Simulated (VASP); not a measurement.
Set up this calculation in VASP 6.6.1, as the native input.

| Item | Value |
| --- | --- |
| Task | relaxation of cell and atoms |
| Functional | PBEsol |
| Potentials or basis | VASP PAW PBE potentials, release 64 (Mg) |
| Cutoff | 600 eV |
| k mesh | 10 × 10 × 10 |
| Occupations | gaussian, width 0.1 eV |
| Spin | no spin polarisation |
| Dipole correction | no |
| Further INCAR settings | ALGO = Normal; EDIFF = 1e-07; IBRION = 2; EDIFFG = -0.05; NSW = 80; ISIF = 3 |

The structure of Mg lies in POSCAR:

```
Mg
1.0
   -1.5109919964      1.5109919964      1.4220273727
    1.5109919964     -1.5109919964      1.4220273727
    1.5109919964      1.5109919964     -1.4220273727
Mg
1
Direct
    0.0000000000      0.0000000000      0.0000000000
```

The input as run:

INCAR

```
ALGO = Normal
EDIFF = 1E-7
EDIFFG = -0.05
ENCUT = 600
GGA = PS
IBRION = 2
ISIF = 3
ISMEAR = 0
LASPH = True
LCHARG = False
LREAL = False
LWAVE = False
NELM = 80
NSW = 80
PREC = Accurate
SIGMA = 0.1
```

KPOINTS

```
k-points
0
Gamma
  10 10 10
```

Potentials or basis: VASP PAW PBE potentials, release 64 (Mg).

Command:

```console
$ cat potpaw_PBE.64/Mg/POTCAR > POTCAR
$ mpirun -np 1 vasp_std > vasp.out
```

It gave:

* Relaxed volume: 22.60 Å³/atom
* Relaxed cell: a = 3.087 Å, b = 3.087 Å, c = 3.087 Å, α = 108.10°, β = 108.10°, γ = 112.25°
* Space group after relaxing (to 0.1 Å): I4/mmm (No. 139)
* Energy gained by relaxing: 1132.5 meV/atom
* Ionic steps: 4
* Pressure after relaxing: -0.1 GPa
* Band gap on the k mesh: zero (bands 1 and 2 overlap by 4.65 eV)

Caveat: the volume moved by over 15 % at a fixed basis, so the end points are rough; the PAW data sets were made with another functional, which shifts forces and pressure a little.

It took 28 s on 1 thread of Intel Xeon 8259CL, on a shared host, peak memory 0.15 GiB.
